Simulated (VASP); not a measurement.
Crystal: Os.

```xyz
2
Lattice="2.7394 0.0000 0.0000 -1.3697 2.3724 0.0000 0.0000 0.0000 4.3138" Properties=species:S:1:pos:R:3 pbc="T T T"
Os    0.0000    1.5816    1.0785
Os    1.3697    0.7908    3.2354
```

Base run:

* Program: VASP 6.6.1
* Functional: r2SCAN
* Potentials or basis: VASP PAW PBE potentials, release 64 (Os_sv_GW)
* Cutoff: 620 eV
* k mesh: 13 × 13 × 7
* Occupations: gaussian, width 1 eV
* Spin: no spin polarisation

Its results: band gap on the k mesh zero (bands 16 and 17 overlap by 3.99 eV); pressure 1.9 GPa.

Q: The run is repeated on the same cell with these changes: occupations from gaussian, width 1 eV to fermi-dirac, width 0.1 eV. What comes out?

A: Band gap on the k mesh zero (bands 16 and 17 overlap by 3.99 eV); pressure -0.8 GPa.

Caveats: the PAW data sets were made with another functional, which shifts forces and pressure a little; spin-orbit coupling is left out, which moves the levels of the heavy elements; so wide a smearing shifts energies and pressures (at least some runs).
